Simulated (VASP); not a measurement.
# RbOs (P6/mmm) in VASP: a series of runs

The runs below take RbOs through single point, relaxation of cell and atoms, with PBE.

Program: VASP 6.6.1. These are calculated values, not measurements. Logs are shortened: lines on timing, memory, paths and dates and some standing lists are left out, and cuts for length are marked.

## 1. The cell of the first run

The structure is hexagonal, space group P6/mmm (No. 191). Conventional cell: a = 6.231 Å, b = 6.231 Å, c = 5.841 Å, α = 90.00°, β = 90.00°, γ = 120.00°. Within 4.1 Å of Rb (site symmetry mmm) lie 4 Rb at 3.12 Å and 6 Os at 3.12 to 3.43 Å. Os (site symmetry 6/mmm) has 6 Rb at 3.12 Å within 4.1 Å. Within 4.7 Å of Os (site symmetry -6m2) lie 6 Rb at 3.43 Å and 9 Os at 3.60 to 4.63 Å.

## 2. Single point, PBE

INCAR reads:

```
SYSTEM = RbOs
PREC = Accurate
ENCUT = 520
EDIFF = 1E-6
ISMEAR = 0
SIGMA = 0.1
LREAL = .FALSE.
LASPH = .TRUE.
NELM = 100
ALGO = Normal
ISIF = 2
LWAVE = .FALSE.
LCHARG = .FALSE.
GGA = PE
NBANDS = 34
```

KPOINTS reads:

```
Automatic mesh
0
G
  3 3 4
  0 0 0
```

POSCAR reads:

```
RbOs
1.0
    6.2312188369      0.0000000000      0.0000000000
   -3.1156094185      5.3963938093      0.0000000000
    0.0000000000      0.0000000000      5.8413652009
Rb Os
3 3
Direct
    0.5000000000      0.0000000000      0.0000000000
    0.5000000000      0.5000000000      0.0000000000
    0.0000000000      0.5000000000      0.0000000000
    0.0000000000      0.0000000000      0.0000000000
    0.3333333333      0.6666666667      0.5000000000
    0.6666666667      0.3333333333      0.5000000000
```

Potentials or basis: VASP PAW PBE potentials, release 64 (Rb_sv, Os).

Command:

```sh
$ cat potpaw_PBE.64/Rb_sv/POTCAR potpaw_PBE.64/Os/POTCAR > POTCAR
$ mpirun -np 1 vasp_std > vasp.out
```

OUTCAR:

```text
SYSTEM = RbOs
   PREC = Accurate
   ENCUT = 520
   EDIFF = 1E-6
   ISMEAR = 0
   LREAL = .FALSE.
   LASPH = .TRUE.
   NELM = 100
   ISIF = 2
   GGA = PE

 ion  position               nearest neighbor table
   1  0.500  0.000  0.000-   3 3.12   3 3.12   4 3.12   4 3.12   2 3.12   2 3.12   6 3.43   5 3.43
                             6 3.43   5 3.43   2 5.40   2 5.40   3 5.40   3 5.40
   2  0.500  0.500  0.000-   4 3.12   4 3.12   3 3.12   3 3.12   1 3.12   1 3.12   6 3.43   5 3.43
                             6 3.43   5 3.43   1 5.40   1 5.40   3 5.40   3 5.40
   3  0.000  0.500  0.000-   1 3.12   1 3.12   2 3.12   2 3.12   4 3.12   4 3.12   6 3.43   5 3.43
                             6 3.43   5 3.43   2 5.40   2 5.40   1 5.40   1 5.40
   4  0.000  0.000  0.000-   2 3.12   2 3.12   1 3.12   1 3.12   3 3.12   3 3.12
   5  0.333  0.667  0.500-   3 3.43   3 3.43   1 3.43   1 3.43   2 3.43   2 3.43
   6  0.667  0.333  0.500-   3 3.43   3 3.43   1 3.43   1 3.43   2 3.43   2 3.43

  LATTYP: Found a hexagonal cell.
 ALAT       =     6.2312188369
 C/A-ratio  =     0.9374354125

  Lattice vectors:

 A1 = (   6.2312188369,   0.0000000000,   0.0000000000)
 A2 = (  -3.1156094185,   5.3963938093,   0.0000000000)
 A3 = (   0.0000000000,   0.0000000000,   5.8413652009)

Analysis of symmetry for initial positions (statically):
=====================================================================
 Subroutine PRICEL returns:
 Original cell was already a primitive cell.

 Routine SETGRP: Setting up the symmetry group for a
 hexagonal supercell.

 Subroutine GETGRP returns: Found 24 space group operations
 (whereof 24 operations were pure point group operations)
 out of a pool of 24 trial point group operations.

The static configuration has the point symmetry D_6h.

Analysis of symmetry for dynamics (positions and initial velocities):
=====================================================================
 Subroutine PRICEL returns:
 Original cell was already a primitive cell.

 Routine SETGRP: Setting up the symmetry group for a
 hexagonal supercell.

 Subroutine GETGRP returns: Found 24 space group operations
 (whereof 24 operations were pure point group operations)
 out of a pool of 24 trial point group operations.

The dynamic configuration has the point symmetry D_6h.

 Subroutine INISYM returns: Found 24 space group operations
 (whereof 24 operations are pure point group operations),
 and found     1 'primitive' translations

----------------------------------------------------------------------------------------

                                     Primitive cell

  volume of cell :     196.4224

  direct lattice vectors                    reciprocal lattice vectors
     6.231218837  0.000000000  0.000000000     0.160482247  0.092654468  0.000000000
    -3.115609419  5.396393809  0.000000000     0.000000000  0.185308937  0.000000000
     0.000000000  0.000000000  5.841365201     0.000000000  0.000000000  0.171192857

  length of vectors
     6.231218837  6.231218837  5.841365201     0.185308937  0.185308937  0.171192857

  position of ions in fractional coordinates (direct lattice)
     0.500000000  0.000000000  0.000000000
     0.500000000  0.500000000  0.000000000
     0.000000000  0.500000000  0.000000000
     0.000000000  0.000000000  0.000000000
     0.333333333  0.666666667  0.500000000
     0.666666667  0.333333333  0.500000000

  ion indices of the primitive-cell ions
   primitive index   ion index
                 1           1
                 2           2
                 3           3
                 4           4
                 5           5
                 6           6

----------------------------------------------------------------------------------------

 KPOINTS: Automatic mesh

Automatic generation of k-mesh.
 Grid dimensions read from file:
 generate k-points for:    3    3    4

 Generating k-lattice:

  Cartesian coordinates                     Fractional coordinates (reciprocal lattice)
     0.053494082  0.030884823  0.000000000     0.333333333  0.000000000  0.000000000
     0.000000000  0.061769646  0.000000000     0.000000000  0.333333333  0.000000000
     0.000000000  0.000000000  0.042798214     0.000000000  0.000000000  0.250000000

  Length of vectors
     0.061769646  0.061769646  0.042798214

  Shift w.r.t. Gamma in fractional coordinates (k-lattice)
     0.000000000  0.000000000  0.000000000

 Subroutine IBZKPT returns following result:
 ===========================================

 Found      9 irreducible k-points:

 Following reciprocal coordinates:
            Coordinates               Weight
  0.000000  0.000000  0.000000      1.000000
  0.333333  0.000000  0.000000      6.000000
  0.333333  0.333333  0.000000      2.000000
  0.000000  0.000000  0.250000      2.000000
  0.333333  0.000000  0.250000     12.000000
  0.333333  0.333333  0.250000      4.000000
  0.000000  0.000000  0.500000      1.000000
  0.333333  0.000000  0.500000      6.000000
  0.333333  0.333333  0.500000      2.000000
   k-points           NKPTS =      9   k-points in BZ     NKDIM =      9   number of bands    NBANDS=     34
   number of dos      NEDOS =    301   number of ions     NIONS =      6
   total plane-waves  NPLWV = 110592
   dimension x,y,z NGX =    48 NGY =   48 NGZ =   48
   dimension x,y,z NGXF=    96 NGYF=   96 NGZF=   96
   ions per type =               3   3
   NGX,Y,Z   is equivalent  to a cutoff of  12.81, 12.81, 13.66 a.u.
   NGXF,Y,Z  is equivalent  to a cutoff of  25.61, 25.61, 27.32 a.u.
 SYSTEM =  RbOs
   PREC   = accura    normal or accurate (medium, high low for compatibility)
   ISTART =      0    job   : 0-new  1-cont  2-samecut
   ICHARG =      2    charge: 1-file 2-atom 10-const
   ISPIN  =      1    spin polarized calculation?
   LNONCOLLINEAR =      F non collinear calculations
   LSORBIT =      F    spin-orbit coupling
   LASPH  =      T    aspherical Exc in radial PAW
   ENCUT  =  520.0 eV  38.22 Ry    6.18 a.u.  11.59 11.59 10.86*2*pi/ulx,y,z
   NELM   =    100;   NELMIN=  2; NELMDL= -5     # of ELM steps
   EDIFF  = 0.1E-05   stopping-criterion for ELM
   LREAL  =      F    real-space projection
   EDIFFG = 0.1E-04   stopping-criterion for IOM
   NSW    =      0    number of steps for IOM
   IBRION =     -1    ionic relax: 0-MD 1-quasi-New 2-CG
   NFREE  =      0    steps in history (QN), initial steepest desc. (CG)
   ISIF   =      2    stress and relaxation
   ISYM   =      2    0-nonsym 1-usesym 2-fastsym
   POTIM  = 0.5000    time-step for ionic-motion
   TEBEG  =    0.0;   TEEND  =   0.0 temperature during run
   PSTRESS=    0.0 pullay stress
   NELECT =      51.0000    total number of electrons
   NUPDOWN=      -1.0000    fix difference up-down
   EMIN   =  10.00;   EMAX   =-10.00  energy-range for DOS
   EFERMI =   0.00;   METHOD = LEGACY
   ISMEAR =     0;   SIGMA  =   0.10  broadening in eV -4-tet -1-fermi 0-gaus
   EFERMI_NEDOS =   21; number of points for ismear=-14 and -15
   IALGO  =     38    algorithm
   IMIX   =      4    mixing-type and parameters
     AMIX     =   0.40;   BMIX     =  1.00
     AMIX_MAG =   1.60;   BMIX_MAG =  1.00
  volume/ion in A,a.u.               =      32.74       220.92
  Fermi-wavevector in a.u.,A,eV,Ry     =   1.044402  1.973634 14.840916  1.090777
  Thomas-Fermi vector in A             =   2.179154
   LORBIT       =      0    0 simple, 1 ext, 2 COOP (PROOUT), +10 PAW based schemes
   GGA     = PE    functional components
   LHFCALC =     F    Hartree Fock is set to
   AEXX    =    0.0000 exact exchange contribution
   IVDW    =     0    specifies the selected vdW correction
   LEPSILON=     F    determine dielectric tensor
   LRPA    =     F    only Hartree local field effects (RPA)
 non-spin polarized calculation
 Gauss-broadening in eV      SIGMA  =   0.10
  energy-cutoff  :      520.00
  volume of cell :      196.42
 maximum number of plane-waves:      5307
 NGX is ok and might be reduce to    48
   NGX = 23   NGY = 23   NGZ = 21

 number of electron      51.0000001 magnetization

 Free energy of the ion-electron system (eV)
  ---------------------------------------------------
  ext. energy  EPLUGINS =         0.00000000
  ---------------------------------------------------
  free energy    TOTEN  =       -15.39633770 eV

  energy without entropy =      -15.22366262  energy(sigma->0) =      -15.31000016

 E-fermi :   0.9977     XC(G=0):  -8.8640

 val. band max:        0.9916065933   @ k =   0.3333   0.3333   0.5000
 cond. band min:       0.9996577566   @ k =   0.3333   0.3333   0.0000
 fundamental gap:      0.0080511633
 Fermi energy:         0.9977170493

 k-point     1 :       0.0000    0.0000    0.0000
  band No.  band energies     occupation
      1     -26.1303      2.00000
      2     -25.5930      2.00000
      3     -25.5930      2.00000
      4     -12.0499      2.00000
      5     -10.8351      2.00000
      6     -10.8351      2.00000
[... 26 lines left out ...]
     33       4.3245      0.00000
     34       4.3853      0.00000

 k-point     2 :       0.3333    0.0000    0.0000
  band No.  band energies     occupation
      1     -26.0219      2.00000
      2     -25.7143      2.00000
      3     -25.5931      2.00000
      4     -11.6028      2.00000
      5     -10.7752      2.00000
      6     -10.4490      2.00000
[... 26 lines left out ...]
     33       4.4430      0.00000
     34       4.4773      0.00000

 k-point     3 :       0.3333    0.3333    0.0000
  band No.  band energies     occupation
      1     -25.8703      2.00000
      2     -25.8703      2.00000
      3     -25.5952      2.00000
      4     -10.9471      2.00000
      5     -10.9471      2.00000
      6     -10.6053      2.00000
[... 26 lines left out ...]
     33       4.4595      0.00000
     34       4.4811      0.00000

 k-point     4 :       0.0000    0.0000    0.2500
  band No.  band energies     occupation
      1     -26.1295      2.00000
      2     -25.5931      2.00000
      3     -25.5931      2.00000
      4     -12.0382      2.00000
      5     -10.8359      2.00000
      6     -10.8359      2.00000
[... 26 lines left out ...]
     33       4.7410      0.00000
     34       4.8364      0.00000

 k-point     5 :       0.3333    0.0000    0.2500
  band No.  band energies     occupation
      1     -26.0213      2.00000
      2     -25.7142      2.00000
      3     -25.5932      2.00000
      4     -11.5934      2.00000
      5     -10.7739      2.00000
      6     -10.4497      2.00000
[... 26 lines left out ...]
     33       4.1983      0.00000
     34       4.5624      0.00000

 k-point     6 :       0.3333    0.3333    0.2500
  band No.  band energies     occupation
      1     -25.8699      2.00000
      2     -25.8699      2.00000
      3     -25.5954      2.00000
      4     -10.9411      2.00000
      5     -10.9411      2.00000
      6     -10.6046      2.00000
[... 26 lines left out ...]
     33       3.9923      0.00000
     34       4.9610      0.00000

 k-point     7 :       0.0000    0.0000    0.5000
  band No.  band energies     occupation
      1     -26.1287      2.00000
      2     -25.5932      2.00000
      3     -25.5932      2.00000
      4     -12.0264      2.00000
      5     -10.8367      2.00000
      6     -10.8367      2.00000
[... 26 lines left out ...]
     33       5.2005      0.00000
     34       5.2549      0.00000

 k-point     8 :       0.3333    0.0000    0.5000
  band No.  band energies     occupation
      1     -26.0206      2.00000
      2     -25.7141      2.00000
      3     -25.5933      2.00000
      4     -11.5838      2.00000
      5     -10.7725      2.00000
      6     -10.4503      2.00000
[... 26 lines left out ...]
     33       4.3183      0.00000
     34       4.7718      0.00000

 k-point     9 :       0.3333    0.3333    0.5000
  band No.  band energies     occupation
      1     -25.8695      2.00000
      2     -25.8695      2.00000
      3     -25.5954      2.00000
      4     -10.9347      2.00000
      5     -10.9347      2.00000
      6     -10.6039      2.00000
[... 26 lines left out ...]
     33       4.0178      0.00000
     34       5.1814      0.00000

------------------------ aborting loop because EDIFF is reached ----------------------------------------

  FORCE on cell =-STRESS in cart. coord.  units (eV):
  Direction    XX          YY          ZZ          XY          YZ          ZX
  --------------------------------------------------------------------------------------
  -------------------------------------------------------------------------------------
  Total        0.2075061      0.2075061      0.4415596     -0.0000000      0.0000000      0.0000000
  in kB        1.6925850      1.6925850      3.6017116     -0.0000000      0.0000000      0.0000000
  external PRESSURE =       2.3289605 kB  Pullay stress =       0.0000000 kB

 VOLUME and BASIS-vectors are now :
 -----------------------------------------------------------------------------
  energy-cutoff  :      520.00
  volume of cell :      196.42
      direct lattice vectors                 reciprocal lattice vectors
     6.231218837  0.000000000  0.000000000     0.160482247  0.092654468  0.000000000
    -3.115609419  5.396393809  0.000000000     0.000000000  0.185308937  0.000000000
     0.000000000  0.000000000  5.841365201     0.000000000  0.000000000  0.171192857

 POSITION                                       TOTAL-FORCE (eV/Angst)
 -----------------------------------------------------------------------------------
      3.11561      0.00000      0.00000         0.000000      0.000000      0.000000
      1.55780      2.69820      0.00000         0.000000      0.000000      0.000000
     -1.55780      2.69820      0.00000         0.000000      0.000000      0.000000
      0.00000      0.00000      0.00000         0.000000      0.000000      0.000000
     -0.00000      3.59760      2.92068         0.000000     -0.000000     -0.000000
      3.11561      1.79880      2.92068        -0.000000      0.000000      0.000000
 -----------------------------------------------------------------------------------
    total drift:                               -0.000000      0.000000      0.000000

  FREE ENERGIE OF THE ION-ELECTRON SYSTEM (eV)
  ---------------------------------------------------
  free  energy   TOTEN  =       -15.3963377005 eV

  energy  without entropy=      -15.2236626151  energy(sigma->0) =      -15.31000016
```

It took 70 s on 1 thread of Intel Xeon 6975P-C (Granite Rapids), shared host; peak memory 0.33 GiB.

Results:

```yaml
Free_energy: -15.3963 eV
Pressure: 0.2 GPa
Band_gap_on_the_k_mesh: zero (an odd number of electrons rules out a gap without spin polarisation)
```

Stress tensor (GPa, compression positive):
```
0.17 0.00 0.00
0.00 0.17 0.00
0.00 0.00 0.36
```

Caveat: the k points lie up to 0.39 Å⁻¹ apart, too coarse for converged energies and pressures of a metal; spin-orbit coupling is left out, which moves the levels of the heavy elements.

## 3. Relaxation of cell and atoms, PBE

This run uses another cell than the first one, of 25.94 Å³/atom.

INCAR reads:

```
  ALGO = Fast
  EDIFF = 1E-7
  EDIFFG = -0.04
  ENCUT = 600
  GGA = PE
  IBRION = 2
  ISIF = 3
  ISMEAR = 0
  LASPH = T
  LCHARG = F
  LREAL = F
  LWAVE = F
  NELM = 60
  NSW = 90
  PREC = Accurate
  SIGMA = 0.1
```

KPOINTS reads:

```
k-points
0
Gamma
  3 3 4
```

POSCAR: that of step 2 with these lines changed.

```diff
@@ -2,5 +2,5 @@
 1.0
-    6.2312188369      0.0000000000      0.0000000000
-   -3.1156094185      5.3963938093      0.0000000000
-    0.0000000000      0.0000000000      5.8413652009
+    6.0615498134      0.0000000000      0.0000000000
+   -3.0307749067      5.2494561248      0.0000000000
+    0.0000000000      0.0000000000      4.8905685995
 Rb Os
```

Potentials or basis: VASP PAW PBE potentials, release 64 (Rb_sv, Os).

Command:

```sh
$ cat potpaw_PBE.64/Rb_sv/POTCAR potpaw_PBE.64/Os/POTCAR > POTCAR
$ mpirun -np 1 vasp_std > vasp.out
```

Run time: 6.9 min. Hardware: 1 thread of Intel Xeon 6975P-C (Granite Rapids), shared host; peak memory 0.33 GiB.

The run converged. Its results:

```yaml
Free_energy: -15.3930 eV
Relaxed_volume: 33.42 Å³/atom
Relaxed_cell: a = 6.279 Å, b = 6.279 Å, c = 5.873 Å, α = 90.00°, β = 90.00°, γ = 120.00°
Space_group_after_relaxing_to_0.1_Å: P6/mmm (No. 191)
Energy_gained_by_relaxing: 206.8 meV/atom
Ionic_steps: 8
Pressure_after_relaxing: 0.0 GPa
Band_gap_on_the_k_mesh: zero (an odd number of electrons rules out a gap without spin polarisation)
```

Step by step:
```csv
step,energy change (eV),largest force (eV/Å),pressure (GPa),volume (Å³)
1,0.0000,0.0000,7.32,155.62
2,-0.9941,0.0000,2.17,183.66
3,-1.1964,0.0000,0.07,203.73
4,-1.2016,0.0000,-0.26,207.77
5,-1.2013,0.0000,-0.35,208.91
6,-1.2194,0.0000,-0.32,207.19
7,-1.2382,0.0000,-0.24,203.10
8,-1.2405,0.0000,-0.04,200.53
```

Final structure:
```
Rb Os
1.0
     6.27918    0.00000    0.00000
    -3.13959    5.43793    0.00000
     0.00000    0.00000    5.87287
Rb Os
3 3
Direct
  0.50000 0.00000 0.00000
  0.50000 0.50000 0.00000
  0.00000 0.50000 0.00000
  0.00000 0.00000 0.00000
  0.33333 0.66667 0.50000
  0.66667 0.33333 0.50000
```

Levels at points of the mesh, in eV from the Fermi level:
```
           k point  band 23  band 24  band 25  band 26  band 27  band 28  band 29  band 30
(0.00, 0.00, 0.00)    -0.40    -0.31    -0.31    -0.08    -0.03     0.17     0.17     1.99
(0.00, 0.00, 0.50)    -0.40    -0.15    -0.12     0.03     0.03     0.03     0.03     1.63
```

Caveat: the k points lie up to 0.39 Å⁻¹ apart in the final cell, too coarse for converged energies and pressures of a metal; the volume moved by over 15 % at a fixed basis, so the end points are rough; spin-orbit coupling is left out, which moves the levels of the heavy elements.
